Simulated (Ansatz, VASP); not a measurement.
## Zr: VASP beside Ansatz

```
CELL_PARAMETERS angstrom
-1.79785 1.79785 1.79785
1.79785 -1.79785 1.79785
1.79785 1.79785 -1.79785
ATOMIC_POSITIONS crystal
Zr 0.00000 0.00000 0.00000
```

Change from the starting cell: volume scaled by 0.98, crystal datasets.

Alike in both runs: task electric field gradients; functional PBE; k mesh 14 × 14 × 14; occupations fermi-dirac, width 0.08 eV; no spin polarisation.

|  | VASP | Ansatz |
| --- | --- | --- |
| version | VASP 6.6.1 | Ansatz 0.2.0 |
| potentials or method | VASP PAW PBE potentials, release 64 (Zr_sv), cutoff 520 eV | all-electron PAW with datasets made for the crystal, scalar-relativistic |

```tsv
	VASP	Ansatz	Ansatz less VASP
pressure (GPa)	-1.4	-1.4	0.00
```

Ansatz ran all-electron here, and VASP with PAW potentials.
